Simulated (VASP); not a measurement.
# Rb (Im-3m) in VASP: single point with HSE06

Aim: the single point of Rb with HSE06.

Everything below comes from runs of VASP 6.6.1. Logs are shortened: lines on timing, memory, paths and dates and some standing lists are left out, and cuts for length are marked.

## (1) The cell of the first run

Symmetry: Im-3m, No. 229, cubic system. The conventional cell has a = 5.738 Å, b = 5.738 Å, c = 5.738 Å, α = 90.00°, β = 90.00°, γ = 90.00°.

## (2) Single point, HSE06 (94.45 Å³/atom)

Input file POSCAR:

```
Rb
1.0
   -2.8688820281      2.8688820281      2.8688820281
    2.8688820281     -2.8688820281      2.8688820281
    2.8688820281      2.8688820281     -2.8688820281
Rb
1
Direct
    0.0000000000      0.0000000000      0.0000000000
```

Input file INCAR.step1:

```
SYSTEM = Rb
ALGO     = Normal         ! electronic algorithm
EDIFF    = 1E-5           ! SCF threshold, eV
ENCUT    = 400            ! plane-wave cutoff, eV
GGA      = PE             ! functional
GGA_COMPAT= .False.      
ISIF     = 2              ! what is computed and relaxed
ISMEAR   = 0              ! smearing method
LASPH    = .True.         ! aspherical terms in the spheres
LCHARG   = .False.        ! write CHGCAR
LREAL    = .False.        ! projectors in reciprocal space
LWAVE    = .True.         ! write WAVECAR
NBANDS   = 10             ! bands
NELM     = 120            ! most SCF steps
PREC     = Accurate       ! precision mode
SIGMA    = 0.05           ! smearing width, eV
```

Input file INCAR.step2:

```
SYSTEM = Rb
ALGO     = Normal         ! electronic algorithm
EDIFF    = 1E-6           ! SCF threshold, eV
ENCUT    = 400            ! plane-wave cutoff, eV
GGA      = PE             ! functional
GGA_COMPAT= .False.      
HFSCREEN = 0.2079         ! screening, 1/A
ISIF     = 2              ! what is computed and relaxed
ISMEAR   = 0              ! smearing method
ISTART   = 1            
LASPH    = .True.         ! aspherical terms in the spheres
LCHARG   = .False.        ! write CHGCAR
LHFCALC  = .True.         ! exact exchange
LREAL    = .False.        ! projectors in reciprocal space
LWAVE    = .False.        ! write WAVECAR
NBANDS   = 10             ! bands
NELM     = 120            ! most SCF steps
PREC     = Accurate       ! precision mode
PRECFOCK = Normal       
SIGMA    = 0.05           ! smearing width, eV
```

Input file KPOINTS:

```
k-points
0
Gamma
  6 6 6
  0 0 0
```

Potentials or basis: VASP PAW PBE potentials, release 64 (Rb_sv).

Launch:

```
$ cat potpaw_PBE.64/Rb_sv/POTCAR > POTCAR
$ cp INCAR.step1 INCAR
$ mpirun -np 1 vasp_std > vasp.out
$ cp INCAR.step2 INCAR
$ mpirun -np 1 vasp_std > vasp.out
```

OUTCAR:

```text
SYSTEM = Rb
   EDIFF = 1E-6
   ENCUT = 400
   GGA = PE
   HFSCREEN = 0.2079
   ISIF = 2
   ISMEAR = 0
   ISTART = 1
   LASPH = .True.
   LHFCALC = .True.
   LREAL = .False.
   NELM = 120
   PREC = Accurate
   PRECFOCK = Normal

 ion  position               nearest neighbor table
   1  0.000  0.000  0.000-

  LATTYP: Found a body centered cubic cell.
 ALAT       =     5.7377640562

  Lattice vectors:

 A1 = (  -2.8688820281,   2.8688820281,   2.8688820281)
 A2 = (   2.8688820281,  -2.8688820281,   2.8688820281)
 A3 = (   2.8688820281,   2.8688820281,  -2.8688820281)

Analysis of symmetry for initial positions (statically):
=====================================================================
 Subroutine PRICEL returns:
 Original cell was already a primitive cell.

 Routine SETGRP: Setting up the symmetry group for a
 body centered cubic supercell.

 Subroutine GETGRP returns: Found 48 space group operations
 (whereof 48 operations were pure point group operations)
 out of a pool of 48 trial point group operations.

The static configuration has the point symmetry O_h .

Analysis of symmetry for dynamics (positions and initial velocities):
=====================================================================
 Subroutine PRICEL returns:
 Original cell was already a primitive cell.

 Routine SETGRP: Setting up the symmetry group for a
 body centered cubic supercell.

 Subroutine GETGRP returns: Found 48 space group operations
 (whereof 48 operations were pure point group operations)
 out of a pool of 48 trial point group operations.

The dynamic configuration has the point symmetry O_h .

 Subroutine INISYM returns: Found 48 space group operations
 (whereof 48 operations are pure point group operations),
 and found     1 'primitive' translations

----------------------------------------------------------------------------------------

                                     Primitive cell

  volume of cell :      94.4492

  direct lattice vectors                    reciprocal lattice vectors
    -2.868882028  2.868882028  2.868882028     0.000000000  0.174283918  0.174283918
     2.868882028 -2.868882028  2.868882028     0.174283918  0.000000000  0.174283918
     2.868882028  2.868882028 -2.868882028     0.174283918  0.174283918  0.000000000

  length of vectors
     4.969049434  4.969049434  4.969049434     0.246474680  0.246474680  0.246474680

  position of ions in fractional coordinates (direct lattice)
     0.000000000  0.000000000  0.000000000

  ion indices of the primitive-cell ions
   primitive index   ion index
                 1           1

----------------------------------------------------------------------------------------

 KPOINTS: k-points

Automatic generation of k-mesh.
 Grid dimensions read from file:
 generate k-points for:    6    6    6

 Generating k-lattice:

  Cartesian coordinates                     Fractional coordinates (reciprocal lattice)
     0.000000000  0.029047320  0.029047320     0.166666667  0.000000000  0.000000000
     0.029047320  0.000000000  0.029047320     0.000000000  0.166666667  0.000000000
     0.029047320  0.029047320  0.000000000     0.000000000  0.000000000  0.166666667

  Length of vectors
     0.041079113  0.041079113  0.041079113

  Shift w.r.t. Gamma in fractional coordinates (k-lattice)
     0.000000000  0.000000000  0.000000000

 Subroutine IBZKPT returns following result:
 ===========================================

 Found     16 irreducible k-points:

 Following reciprocal coordinates:
            Coordinates               Weight
  0.000000  0.000000  0.000000      1.000000
  0.166667  0.000000  0.000000     12.000000
  0.333333  0.000000  0.000000     12.000000
  0.500000  0.000000  0.000000      6.000000
  0.166667  0.166667  0.000000     24.000000
  0.333333  0.166667  0.000000     48.000000
[... 8 lines left out ...]
  0.500000  0.500000  0.333333     12.000000
  0.500000  0.500000  0.500000      1.000000
   k-points           NKPTS =     16   k-points in BZ     NKDIM =    216   number of bands    NBANDS=     10
   number of dos      NEDOS =    301   number of ions     NIONS =      1
   total plane-waves  NPLWV =  32768
   dimension x,y,z NGX =    32 NGY =   32 NGZ =   32
   dimension x,y,z NGXF=    64 NGYF=   64 NGZF=   64
   ions per type =               1
   NGX,Y,Z   is equivalent  to a cutoff of  10.71, 10.71, 10.71 a.u.
   NGXF,Y,Z  is equivalent  to a cutoff of  21.41, 21.41, 21.41 a.u.
 SYSTEM =  Rb
   PREC   = accura    normal or accurate (medium, high low for compatibility)
   ISTART =      1    job   : 0-new  1-cont  2-samecut
   ICHARG =      0    charge: 1-file 2-atom 10-const
   ISPIN  =      1    spin polarized calculation?
   LNONCOLLINEAR =      F non collinear calculations
   LSORBIT =      F    spin-orbit coupling
   LASPH  =      T    aspherical Exc in radial PAW
   ENCUT  =  400.0 eV  29.40 Ry    5.42 a.u.   8.10  8.10  8.10*2*pi/ulx,y,z
   NELM   =    120;   NELMIN=  2; NELMDL=  0     # of ELM steps
   EDIFF  = 0.1E-05   stopping-criterion for ELM
   LREAL  =      F    real-space projection
   EDIFFG = 0.1E-04   stopping-criterion for IOM
   NSW    =      0    number of steps for IOM
   IBRION =     -1    ionic relax: 0-MD 1-quasi-New 2-CG
   NFREE  =      0    steps in history (QN), initial steepest desc. (CG)
   ISIF   =      2    stress and relaxation
   ISYM   =      3    0-nonsym 1-usesym 2-fastsym
   POTIM  = 0.5000    time-step for ionic-motion
   TEBEG  =    0.0;   TEEND  =   0.0 temperature during run
   PSTRESS=    0.0 pullay stress
   NELECT =       9.0000    total number of electrons
   NUPDOWN=      -1.0000    fix difference up-down
   EMIN   =  10.00;   EMAX   =-10.00  energy-range for DOS
   EFERMI =   0.00;   METHOD = LEGACY
   ISMEAR =     0;   SIGMA  =   0.05  broadening in eV -4-tet -1-fermi 0-gaus
   EFERMI_NEDOS =   21; number of points for ismear=-14 and -15
   IALGO  =     38    algorithm
   IMIX   =      1    mixing-type and parameters
     AMIX     =   0.40;   BMIX     =  1.00
     AMIX_MAG =   1.60;   BMIX_MAG =  1.00
  volume/ion in A,a.u.               =      94.45       637.37
  Fermi-wavevector in a.u.,A,eV,Ry     =   0.747750  1.413042  7.607423  0.559130
  Thomas-Fermi vector in A             =   1.843877
   LORBIT       =      0    0 simple, 1 ext, 2 COOP (PROOUT), +10 PAW based schemes
   GGA     = PE    functional components
   LHFCALC =     T    Hartree Fock is set to
   PRECFOCK=normal    Normal, Fast or Accurate (Low or Medium for compatibility)
   ENCUT4O =  -1.0   cutoff for four orbital integrals eV
   NKREDX  =     1    reduce k-point grid by
   NKREDY  =     1    reduce k-point grid by
   NKREDZ  =     1    reduce k-point grid by
   AEXX    =    0.2500 exact exchange contribution
   HFSCREEN=    0.2079 screening length (either q_TF or 0.3 A-1)
   HFSCREENC=   0.2079 screening length for correlation (either q_TF or 0.3 A-1)
   ENCUTFOCK=  -1.0 apply spherical cutoff to Coloumb kernel
   IVDW    =     0    specifies the selected vdW correction
   LEPSILON=     F    determine dielectric tensor
   LRPA    =     F    only Hartree local field effects (RPA)
 non-spin polarized calculation
 Gauss-broadening in eV      SIGMA  =   0.05
  energy-cutoff  :      400.00
  volume of cell :       94.45
 maximum number of plane-waves:      1734
  NGX = 28; NGY = 28; NGZ = 28

 number of electron       9.0000000 magnetization

 Free energy of the ion-electron system (eV)
  ---------------------------------------------------
  ext. energy  EPLUGINS =         0.00000000
  ---------------------------------------------------
  free energy    TOTEN  =        -0.98596646 eV

  energy without entropy =       -0.97977477  energy(sigma->0) =       -0.98287062

 E-fermi :  -0.0066     XC(G=0):  -4.6508

 val. band max:       -0.2671955202   @ k =   0.1667   0.1667   0.1667
 cond. band min:      -0.0010574391   @ k =   0.3333   0.1667   0.0000
 fundamental gap:      0.2661380811
 Fermi energy:        -0.0066192117

 k-point     1 :       0.0000    0.0000    0.0000
  band No.  band energies     occupation
      1     -31.5026      2.00000
      2     -14.3746      2.00000
      3     -14.3746      2.00000
      4     -14.3746      2.00000
      5      -2.2615      2.00000
      6       4.0393      0.00000
      7       4.0393      0.00000
      8       4.0393      0.00000
      9       4.9742      0.00000
     10       4.9742      0.00000

 k-point     2 :       0.1667    0.0000    0.0000
  band No.  band energies     occupation
      1     -31.5017      2.00000
      2     -14.3969      2.00000
      3     -14.3817      2.00000
      4     -14.3745      2.00000
      5      -1.8932      2.00000
      6       3.3677      0.00000
      7       3.6265      0.00000
      8       4.3286      0.00000
      9       4.7041      0.00000
     10       4.8548      0.00000

 k-point     3 :       0.3333    0.0000    0.0000
  band No.  band energies     occupation
      1     -31.4999      2.00000
      2     -14.4402      2.00000
      3     -14.3960      2.00000
      4     -14.3744      2.00000
      5      -0.8858      2.00000
      6       1.9878      0.00000
      7       3.0849      0.00000
      8       4.8045      0.00000
      9       4.9156      0.00000
     10       5.1480      0.00000

 k-point     4 :       0.5000    0.0000    0.0000
  band No.  band energies     occupation
      1     -31.4989      2.00000
      2     -14.4612      2.00000
      3     -14.4031      2.00000
      4     -14.3743      2.00000
      5       0.3040      0.00000
      6       0.7479      0.00000
      7       2.8793      0.00000
      8       4.5739      0.00000
      9       5.2937      0.00000
     10       5.6673      0.00000

 k-point     5 :       0.1667    0.1667    0.0000
  band No.  band energies     occupation
      1     -31.5003      2.00000
      2     -14.4264      2.00000
      3     -14.3906      2.00000
      4     -14.3794      2.00000
      5      -1.2026      2.00000
      6       2.5824      0.00000
      7       2.9497      0.00000
      8       4.5628      0.00000
      9       4.6858      0.00000
     10       5.3711      0.00000

 k-point     6 :       0.3333    0.1667    0.0000
  band No.  band energies     occupation
      1     -31.4989      2.00000
      2     -14.4502      2.00000
      3     -14.4075      2.00000
      4     -14.3811      2.00000
      5      -0.0011      0.87500
      6       1.4121      0.00000
      7       2.4853      0.00000
      8       4.3244      0.00000
      9       5.0611      0.00000
     10       5.6438      0.00000
[... 79 lines left out ...]
 k-point    13 :      -0.3333    0.5000    0.1667
  band No.  band energies     occupation
      1     -31.4978      2.00000
      2     -14.4440      2.00000
      3     -14.4245      2.00000
      4     -14.3965      2.00000
      5       0.5258      0.00000
      6       1.5685      0.00000
      7       2.2042      0.00000
      8       3.9606      0.00000
      9       4.4086      0.00000
     10       5.5231      0.00000

 k-point    14 :      -0.3333    0.3333    0.3333
  band No.  band energies     occupation
      1     -31.4975      2.00000
      2     -14.4315      2.00000
      3     -14.4199      2.00000
      4     -14.4199      2.00000
      5       0.2649      0.00000
      6       1.9583      0.00000
      7       3.2298      0.00000
      8       3.2298      0.00000
      9       3.6699      0.00000
     10       5.5656      0.00000

 k-point    15 :       0.5000    0.5000    0.3333
  band No.  band energies     occupation
      1     -31.4967      2.00000
      2     -14.4422      2.00000
      3     -14.4278      2.00000
      4     -14.4209      2.00000
      5       1.1974      0.00000
      6       1.3570      0.00000
      7       2.7450      0.00000
      8       3.2306      0.00000
      9       3.9329      0.00000
     10       5.8355      0.00000

 k-point    16 :       0.5000    0.5000    0.5000
  band No.  band energies     occupation
      1     -31.4960      2.00000
      2     -14.4360      2.00000
      3     -14.4360      2.00000
      4     -14.4360      2.00000
      5       1.4615      0.00000
      6       1.4615      0.00000
      7       3.3389      0.00000
      8       3.3389      0.00000
      9       3.3389      0.00000
     10       4.9735      0.00000

------------------------ aborting loop because EDIFF is reached ----------------------------------------

  FORCE on cell =-STRESS in cart. coord.  units (eV):
  Direction    XX          YY          ZZ          XY          YZ          ZX
  --------------------------------------------------------------------------------------
  -------------------------------------------------------------------------------------
  Total       -0.0058283     -0.0058283     -0.0058283     -0.0000000     -0.0000000      0.0000000
  in kB       -0.0988671     -0.0988671     -0.0988671     -0.0000000     -0.0000000      0.0000000
  external PRESSURE =      -0.0988671 kB  Pullay stress =       0.0000000 kB

 VOLUME and BASIS-vectors are now :
 -----------------------------------------------------------------------------
  energy-cutoff  :      400.00
  volume of cell :       94.45
      direct lattice vectors                 reciprocal lattice vectors
    -2.868882028  2.868882028  2.868882028     0.000000000  0.174283918  0.174283918
     2.868882028 -2.868882028  2.868882028     0.174283918  0.000000000  0.174283918
     2.868882028  2.868882028 -2.868882028     0.174283918  0.174283918  0.000000000

 POSITION                                       TOTAL-FORCE (eV/Angst)
 -----------------------------------------------------------------------------------
      0.00000      0.00000      0.00000         0.000000     -0.000000      0.000000
 -----------------------------------------------------------------------------------
    total drift:                               -0.000000     -0.000000     -0.000000

  FREE ENERGIE OF THE ION-ELECTRON SYSTEM (eV)
  ---------------------------------------------------
  free  energy   TOTEN  =        -0.9859664588 eV

  energy  without entropy=       -0.9797747733  energy(sigma->0) =       -0.98287062
```

It took 32 min on 1 thread of Intel Xeon 8259CL, shared host; peak memory 0.3 GiB.

What came out:

```yaml
Free_energy: -0.9860 eV
Pressure: 0.0 GPa
Band_gap_on_the_k_mesh: zero (an odd number of electrons rules out a gap without spin polarisation)
```

Caveat: the PAW data sets were made with another functional, which shifts forces and pressure a little.
